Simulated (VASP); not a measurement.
Input of a VASP 6.6.1 run:

Contents of INCAR:

```
SYSTEM = In3Ga5P8
PREC     = Accurate       ! precision mode
ENCUT    = 500            ! plane-wave cutoff, eV
EDIFF    = 1E-6           ! SCF threshold, eV
ISMEAR   = -1             ! smearing method
SIGMA    = 0.05           ! smearing width, eV
LREAL    = Auto         
LASPH    = .True.         ! aspherical terms in the spheres
NELM     = 120            ! most SCF steps
ALGO     = Normal         ! electronic algorithm
ISIF     = 2              ! what is computed and relaxed
LWAVE    = .False.        ! write WAVECAR
LCHARG   = .False.        ! write CHGCAR
GGA      = PS             ! functional
NBANDS   = 326            ! bands
ISYM     = -1           
GGA_COMPAT= .False.
```

The input KPOINTS:

```
explicit points
1
Reciprocal
  0.25000000   0.25000000   0.25000000 1
```

Contents of POSCAR:

```
In3Ga5P8
1.0
   11.2044798228      0.0000000000      0.0000000000
    0.0000000000     11.2044798228      0.0000000000
    0.0000000000      0.0000000000     11.2044798228
Ga In P
20 12 32
Direct
    0.9975590000      0.0030530000      0.0101090000
    0.0018090000      0.0019100000      0.4906250000
    0.9991690000      0.4970110000      0.4968450000
    0.5028260000      0.0072590000      0.0054880000
    0.4992730000      0.4931680000      0.5014400000
    0.2531350000      0.2463330000      0.0015850000
    0.2483810000      0.2514920000      0.4967710000
    0.2456670000      0.7460830000      0.4974680000
    0.7483270000      0.2483520000      0.0049960000
    0.7492680000      0.2541880000      0.4955180000
    0.7520520000      0.7514020000      0.0046240000
    0.2454040000      0.0050380000      0.2500640000
    0.2517890000      0.4939980000      0.7431290000
    0.7541900000      0.0047460000      0.2466740000
    0.7521550000      0.4950730000      0.2522420000
    0.7481420000      0.4949780000      0.7469300000
    0.9972300000      0.2460220000      0.2515420000
    0.9980260000      0.7535620000      0.2519960000
    0.5010480000      0.2483360000      0.2498540000
    0.5012620000      0.2542410000      0.7498000000
    0.9960850000      0.4981890000      0.0010920000
    0.4974140000      0.0066990000      0.4969140000
    0.5049090000      0.4951060000      0.9980660000
    0.2487730000      0.7560030000      0.0022780000
    0.7546630000      0.7454660000      0.4972900000
    0.2510560000      0.0054330000      0.7500470000
    0.2486080000      0.4960800000      0.2557370000
    0.7508450000      0.0050080000      0.7554540000
    0.0001840000      0.2518400000      0.7481880000
    0.0010980000      0.7479040000      0.7478000000
    0.5026940000      0.7531650000      0.2510280000
    0.5005650000      0.7464690000      0.7510790000
    0.1232100000      0.1271930000      0.1262930000
    0.1242340000      0.1253100000      0.6092650000
    0.1184710000      0.6316940000      0.1333180000
    0.1287160000      0.6143160000      0.6171790000
    0.6263930000      0.1268900000      0.1281740000
    0.6255010000      0.1396980000      0.6247370000
    0.6384890000      0.6227560000      0.1273830000
    0.6247530000      0.6102350000      0.6230800000
    0.3760450000      0.3628610000      0.1260750000
    0.3746370000      0.3703040000      0.6228780000
    0.3753340000      0.8920560000      0.1274230000
    0.3678320000      0.8676530000      0.6171150000
    0.8684850000      0.3656620000      0.1324910000
    0.8693510000      0.3814100000      0.6170830000
    0.8755140000      0.8759710000      0.1279340000
    0.8821070000      0.8847260000      0.6172300000
    0.3663650000      0.1340590000      0.3669330000
    0.3854300000      0.1323100000      0.8800290000
    0.3779540000      0.6239020000      0.3872910000
    0.3649510000      0.6158600000      0.8701490000
    0.8735340000      0.1256250000      0.3737450000
    0.8777790000      0.1285470000      0.8924200000
    0.8834030000      0.6165140000      0.3667460000
    0.8594460000      0.6240710000      0.8718050000
    0.1152930000      0.3659250000      0.3803500000
    0.1389210000      0.3742330000      0.8758220000
    0.1251750000      0.8744600000      0.3722890000
    0.1148280000      0.8865430000      0.8817890000
    0.6223880000      0.3745230000      0.3726160000
    0.6346480000      0.3657290000      0.8685990000
    0.6353810000      0.8855050000      0.3699150000
    0.6231150000      0.8754270000      0.8905510000
```

Potentials or basis: VASP PAW PBE potentials, release 64 (Ga_d, In_d, P).

Run with:

```sh
$ cat potpaw_PBE.64/Ga_d/POTCAR potpaw_PBE.64/In_d/POTCAR potpaw_PBE.64/P/POTCAR > POTCAR
$ mpirun -np 1 vasp_std > vasp.out
```

**Question.** Estimate the pressure.

**Answer.** 0.0 GPa.

**Question.** Estimate the largest force.

**Answer.** 0.016 eV/Å.

**Question.** Estimate the band gap on the k mesh.

**Answer.** 1.67 eV.

Forces in eV/Å, atoms in the order of the input:
```
Ga   0.000  0.002  0.001
Ga   0.003  0.003  0.001
Ga   0.001 -0.004 -0.002
Ga   0.004  0.003  0.007
Ga   0.001  0.000  0.001
Ga   0.002 -0.001  0.005
Ga  -0.004 -0.002 -0.002
Ga   0.001  0.001 -0.003
Ga   0.005 -0.002  0.000
Ga   0.004  0.002 -0.003
Ga   0.001  0.000  0.008
Ga   0.001  0.008 -0.002
Ga   0.000 -0.002  0.003
Ga   0.002  0.001 -0.002
Ga   0.006 -0.003 -0.001
Ga   0.003 -0.002  0.001
Ga  -0.002 -0.003  0.004
Ga   0.004 -0.003  0.000
Ga  -0.002 -0.002 -0.002
Ga   0.007 -0.003  0.001
In   0.003 -0.004  0.001
In  -0.004 -0.001 -0.012
In   0.009 -0.007  0.004
In  -0.003  0.001  0.003
In   0.007 -0.003 -0.002
In   0.000  0.001 -0.001
In  -0.004 -0.007  0.007
In   0.008  0.007 -0.001
In   0.002  0.004 -0.002
In  -0.003  0.003  0.003
In   0.003  0.005 -0.004
In   0.003  0.001 -0.006
P    0.005 -0.004 -0.005
P   -0.001 -0.001 -0.008
P   -0.004  0.008 -0.001
P    0.000 -0.007  0.001
P   -0.002 -0.005 -0.001
P   -0.008 -0.002  0.008
P    0.007  0.009 -0.011
P   -0.002  0.000  0.002
P    0.002 -0.012  0.002
P   -0.005  0.003 -0.006
P    0.004  0.008  0.004
P    0.003  0.002  0.001
P   -0.008  0.004  0.000
P   -0.004  0.001  0.003
P   -0.003  0.001 -0.007
P   -0.001 -0.006 -0.001
P   -0.005  0.002  0.000
P    0.003  0.002  0.005
P   -0.012  0.001  0.009
P   -0.003 -0.002 -0.007
P    0.001  0.001 -0.004
P   -0.004  0.002  0.011
P   -0.003  0.002 -0.001
P   -0.006 -0.004 -0.006
P    0.000  0.002  0.009
P    0.000  0.004 -0.008
P   -0.003 -0.006  0.009
P    0.001 -0.001  0.005
P    0.000  0.002  0.002
P   -0.001  0.002  0.000
P   -0.005 -0.002 -0.009
P   -0.002  0.001 -0.001
```

Caveat: the PAW data sets were made with another functional, which shifts forces and pressure a little; spin-orbit coupling is left out, which moves the levels of the heavy elements; a shifted mesh leaves out Γ, where band edges can lie. A k mesh can miss the band edges.
